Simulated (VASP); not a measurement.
# PtS2 in VASP: further runs, part 2 of 2

VASP 6.6.1. Earlier steps stand in the parts before.

### 4 Single point, PBE+D3(BJ) (layers slid over each other)

INCAR

```
SYSTEM = PtS2
PREC     = Accurate       ! precision mode
ENCUT    = 520            ! plane-wave cutoff, eV
EDIFF    = 1E-6           ! SCF threshold, eV
ISMEAR   = 0              ! smearing method
SIGMA    = 0.05           ! smearing width, eV
LREAL    = .False.        ! projectors in reciprocal space
LASPH    = .True.         ! aspherical terms in the spheres
NELM     = 60             ! most SCF steps
ALGO     = Normal         ! electronic algorithm
ISIF     = 2              ! what is computed and relaxed
LWAVE    = .False.        ! write WAVECAR
LCHARG   = .False.        ! write CHGCAR
LDIPOL   = .True.       
IDIPOL   = 3            
DIPOL    = 0.5 0.5 0.416
GGA      = PE             ! functional
IVDW     = 12             ! dispersion correction
NBANDS   = 31             ! bands
```

KPOINTS

```
regular mesh
0
Gamma
  9 9 1
  0 0 0
```

POSCAR

```
PtS2
1.0
    3.5415278079      0.0000000000      0.0000000000
   -1.7707639039      3.0670530498      0.0000000000
    0.0000000000      0.0000000000     22.4670615492
S Pt
4 2
Direct
    0.6666666667      0.3333333333      0.2002932155
    0.3333333333      0.6666666667      0.3108341854
    0.5555555556      0.4444444444      0.5218097057
    0.8888888889      0.1111111111      0.6323506756
    0.0000000000      0.0000000000      0.2555637004
    1.2222222222      0.7777777778      0.5770801906
```

Potentials or basis: VASP PAW PBE potentials, release 64 (S, Pt).

Command:

```bash
$ cat potpaw_PBE.64/S/POTCAR potpaw_PBE.64/Pt/POTCAR > POTCAR
$ mpirun -np 1 vasp_std > vasp.out
```

OUTCAR:

```text
SYSTEM = PtS2
   PREC = Accurate
   ENCUT = 520
   EDIFF = 1E-6
   ISMEAR = 0
   LREAL = .False.
   LASPH = .True.
   NELM = 60
   ISIF = 2
   GGA = PE
   IVDW = 12
 IVDW          = 12

 ion  position               nearest neighbor table
   1  0.667  0.333  0.200-   5 2.39   5 2.39   5 2.39
   2  0.333  0.667  0.311-   5 2.39   5 2.39   5 2.39
   3  0.556  0.444  0.522-   6 2.39   6 2.39   6 2.39
   4  0.889  0.111  0.632-   6 2.39   6 2.39   6 2.39
   5  0.000  0.000  0.256-   1 2.39   1 2.39   1 2.39   2 2.39   2 2.39   2 2.39
   6  0.222  0.778  0.577-   3 2.39   3 2.39   3 2.39   4 2.39   4 2.39   4 2.39

  LATTYP: Found a hexagonal cell.
 ALAT       =     3.5415278079
 C/A-ratio  =     6.3438896340

  Lattice vectors:

 A1 = (   3.5415278079,   0.0000000000,   0.0000000000)
 A2 = (  -1.7707639039,   3.0670530498,   0.0000000000)
 A3 = (   0.0000000000,   0.0000000000,  22.4670615492)

Analysis of symmetry for initial positions (statically):
=====================================================================
 Subroutine PRICEL returns:
 Original cell was already a primitive cell.

 Routine SETGRP: Setting up the symmetry group for a
 hexagonal supercell.

 Subroutine GETGRP returns: Found  2 space group operations
 (whereof  2 operations were pure point group operations)
 out of a pool of 24 trial point group operations.

The static configuration has the point symmetry C_1h.

Analysis of symmetry for dynamics (positions and initial velocities):
=====================================================================
 Subroutine PRICEL returns:
 Original cell was already a primitive cell.

 Routine SETGRP: Setting up the symmetry group for a
 hexagonal supercell.

 Subroutine GETGRP returns: Found  2 space group operations
 (whereof  2 operations were pure point group operations)
 out of a pool of 24 trial point group operations.

The dynamic configuration has the point symmetry C_1h.

 Subroutine INISYM returns: Found  2 space group operations
 (whereof  2 operations are pure point group operations),
[... 133 lines left out ...]
   LRPA    =     F    only Hartree local field effects (RPA)
 non-spin polarized calculation
 Gauss-broadening in eV      SIGMA  =   0.05
  energy-cutoff  :      520.00
  volume of cell :      244.04
 maximum number of plane-waves:      6671
   NGX = 13   NGY = 13   NGZ = 83

 dipolmoment           0.000000      0.000000      0.000005 electrons x Angstroem

 number of electron      44.0000000 magnetization

 dipolmoment           0.000000      0.000000     -0.000036 electrons x Angstroem

 Free energy of the ion-electron system (eV)
  ---------------------------------------------------
  ext. energy  EPLUGINS =         0.00000000
  ---------------------------------------------------
  free energy    TOTEN  =       -30.91094158 eV

  energy without entropy =      -30.91094158  energy(sigma->0) =      -30.91094158

 E-fermi :  -0.6085     XC(G=0):  -5.5724

 val. band max:       -0.8465723709   @ k =  -0.1111   0.1111   0.0000
 cond. band min:       0.9201955433   @ k =   0.2222   0.0000   0.0000
 fundamental gap:      1.7667679142
 Fermi energy:        -0.6084842636

 k-point     1 :       0.0000    0.0000    0.0000
  band No.  band energies     occupation
      1     -14.8852      2.00000
      2     -14.8826      2.00000
      3     -12.6867      2.00000
      4     -12.6794      2.00000
      5      -6.3872      2.00000
      6      -6.3872      2.00000
[... 805 lines left out ...]
     30       7.4841      0.00000
     31       7.9497      0.00000

 [... further k-points ...]

------------------------ aborting loop because EDIFF is reached ----------------------------------------

 vacuum level on the upper side and lower side of the slab       (xc-potential included)        -0.099        -0.095

 Edisp (eV)   -1.75067

 E8    (eV) :    -0.7325

  FORCE on cell =-STRESS in cart. coord.  units (eV):
  Direction    XX          YY          ZZ          XY          YZ          ZX
  --------------------------------------------------------------------------------------
  -------------------------------------------------------------------------------------
  Total      -0.44312    -0.44345    -0.64186    -0.00028    -0.00083     0.00144
  in kB      -2.90921    -2.91135    -4.21401    -0.00185    -0.00544     0.00942
  external pressure =       -3.34 kB  Pullay stress =        0.00 kB

 VOLUME and BASIS-vectors are now :
 -----------------------------------------------------------------------------
  energy-cutoff  :      520.00
  volume of cell :      244.04
      direct lattice vectors                 reciprocal lattice vectors
     3.541527808  0.000000000  0.000000000     0.282364012  0.163022938  0.000000000
    -1.770763904  3.067053050  0.000000000     0.000000000  0.326045877  0.000000000
     0.000000000  0.000000000 22.467061549     0.000000000  0.000000000  0.044509603

 POSITION                                       TOTAL-FORCE (eV/Angst)
 -----------------------------------------------------------------------------------
      1.77076      1.02235      4.50000        -0.000326      0.000188      0.043276
     -0.00000      2.04470      6.98353        -0.000377      0.000217     -0.001709
      1.18051      1.36313     11.72353         0.000049     -0.000028      0.001472
      2.95127      0.34078     14.20706         0.000210     -0.000121     -0.043442
      0.00000      0.00000      5.74177         0.000612     -0.000353      0.023525
     -0.59025      2.38549     12.96530        -0.000169      0.000097     -0.023122
 -----------------------------------------------------------------------------------
    total drift:                               -0.000070      0.000040      0.000122

  FREE ENERGIE OF THE ION-ELECTRON SYSTEM (eV)
  ---------------------------------------------------
  free  energy   TOTEN  =       -32.6616105033 eV

  energy  without entropy=      -32.6616105033  energy(sigma->0) =      -32.66161050

 vacuum level on the upper side and lower side of the slab         5.394         5.399
```

OSZICAR:

```text
N       E                     dE             d eps       ncg     rms          rms(c)
DAV:   1     0.304762715428E+03    0.30476E+03   -0.17925E+04  1550   0.116E+03
DAV:   2    -0.488081280399E+01   -0.30964E+03   -0.29406E+03  1990   0.227E+02
DAV:   3    -0.328930919062E+02   -0.28012E+02   -0.27437E+02  1929   0.727E+01
[... 12 lines left out ...]
DAV:  16    -0.309109550611E+02    0.11647E-04   -0.18274E-05  1883   0.188E-02    0.119E-01
DAV:  17    -0.309109489248E+02    0.61362E-05   -0.55251E-06  1795   0.132E-02    0.883E-02
DAV:  18    -0.309109446951E+02    0.42298E-05   -0.74206E-06  1795   0.144E-02    0.633E-02
DAV:  19    -0.309109424840E+02    0.22111E-05   -0.50851E-06  1817   0.103E-02    0.465E-02
DAV:  20    -0.309109415790E+02    0.90495E-06   -0.11798E-06  1160   0.476E-03
   1 F= -.32661611E+02 E0= -.32661611E+02  d E =-.330747E-12
```

stdout:

```text
POSCAR found type information on POSCAR S Pt
 POSCAR found :  2 types and       6 ions
 scaLAPACK will be used
 LDA part: xc-table for (Slater+PW92), standard interpolation
 POSCAR, INCAR and KPOINTS ok, starting setup
 FFT: planning ... GRIDC
 FFT: planning ... GRID_SOFT
 FFT: planning ... GRID
 WAVECAR not read
 entering main loop
```

It took 4.1 min on 1 thread of Intel Xeon Platinum 8259CL at 2.50GHz (Skylake/Cascade Lake), shared host; peak memory 0.42 GiB.

Results:

```
Free energy                : -32.6616 eV
Largest force              : 0.043 eV/Å
Band gap on the k mesh     : 1.77 eV (least direct gap 1.84 eV)
Dispersion energy per atom : -0.292 eV
```

Forces in eV/Å, atoms in the order of the input:
```
S    0.000  0.000  0.043
S    0.000  0.000 -0.002
S    0.000  0.000  0.001
S    0.000  0.000 -0.043
Pt   0.001  0.000  0.024
Pt   0.000  0.000 -0.023
```

Levels at points of the mesh, in eV from the valence-band top:
| k point | band 19 | band 20 | band 21 | band 22 | band 23 | band 24 | band 25 | band 26 |
| --- | --- | --- | --- | --- | --- | --- | --- | --- |
| (0.00, 0.00, 0.00) | -0.24 | -0.24 | -0.24 | -0.24 | 3.24 | 3.24 | 3.24 | 3.24 |

Caveat: the cell differs from its parent crystal (layers slid over each other); spin-orbit coupling is left out, which moves the levels of the heavy elements.

### 5 Summary

| cell | gap on the mesh (eV) | largest force (eV/Å) |
| --- | --- | --- |
| as given, atomic positions A | 1.34 | 0.10 |
| as given, atomic positions B | 1.57 | 0.06 |
| as given, atomic positions C | 1.77 | 0.04 |

Alike in all rows: task single point; level PBE+D3(BJ); potentials or basis VASP PAW PBE potentials, release 64 (S, Pt); no spin polarisation; k mesh 9 × 9 × 1; cutoff (eV) 520; smearing gaussian 0.05 eV.

Caveats: spin-orbit coupling is left out, which moves the levels of the heavy elements.

Total energies depend on the potentials used, so only differences within one code and one set of settings carry meaning.
